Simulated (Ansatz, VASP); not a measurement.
**Two plane-wave programs on Be3Tl**

Contents of INCAR:

```
ALGO = Normal ; EDIFF = 1E-7
EDIFFG = -0.01 ; ENCUT = 600
GGA = PE ; GGA_COMPAT = F
IBRION = 2 ; ISIF = 3
ISMEAR = 0 ; LASPH = T
LCHARG = F ; LREAL = F
LWAVE = F ; NELM = 120
NELMIN = 4 ; NSW = 100
PREC = Accurate ; SIGMA = 0.1
```

The input KPOINTS:

```
k-points
0
Gamma
  12 12 14
```

File POSCAR:

```
Be3Tl
1.0
    4.3786909099      0.0000000000      0.0000000000
   -2.1893454549      3.7920575633      0.0000000000
    0.0000000000      0.0000000000      3.4225933430
Be Tl
3 1
Direct
    0.5000000000      0.0000000000      0.0000000000
    0.0000000000      0.5000000000      0.0000000000
    0.5000000000      0.5000000000      0.0000000000
    0.0000000000      0.0000000000      0.5000000000
```

Input for Ansatz:

```yaml
crystal:
  lattice:
    - [4.3786909099, 0.0, 0.0]
    - [-2.1893454549, 3.7920575633, 0.0]
    - [0.0, 0.0, 3.422593343]
  atoms:
    - { symbol: Be, position: [0.5, 0.0, 0.0] }
    - { symbol: Be, position: [0.0, 0.5, 0.0] }
    - { symbol: Be, position: [0.5, 0.5, 0.0] }
    - { symbol: Tl, position: [0.0, 0.0, 0.5] }
basis:
  ecutwfc: 420
kpoints:
  mp_grid: { grid: [12, 12, 14] }
hamiltonian:
  xc: pbe
scf:
  occupations: { method: gaussian, width: 0.1 }
output:
  forces: true
  stress: true
  eigenvalues: true
  write_density: true
  write_potential: true
  elf: true
  volumetric_format: npy
relax:
  adjacent_minimum: "off"
  f_tol: 0.01
  max_steps: 80
  cell: { stress_tol: 0.05 }
```

Alike in both runs: task relaxation of cell and atoms; functional PBE; k mesh 12 × 12 × 14; occupations gaussian, width 0.1 eV; no spin polarisation.

|  | VASP | Ansatz |
| --- | --- | --- |
| version | VASP 6.6.1 | Ansatz 0.2.0 |
| potentials or method | VASP PAW PBE potentials, release 64 (Be, Tl_d), cutoff 600 eV | scalar-relativistic, plane waves, PAW |
| valence electrons in the cell | 19 | 19 |

```tsv
	VASP	Ansatz	Ansatz less VASP
gap on the k mesh at the Fermi level, each at its own relaxed structure (eV)	none	none	-
relaxed volume (Å³/atom)	14.26	14.26	+0.002
relaxed cell length with the largest relative difference (Å)	3.458	3.464	+0.0054
```

A gap of «none» marks a metal or a gap that the smearing closes.

Neither program's run includes spin-orbit coupling.
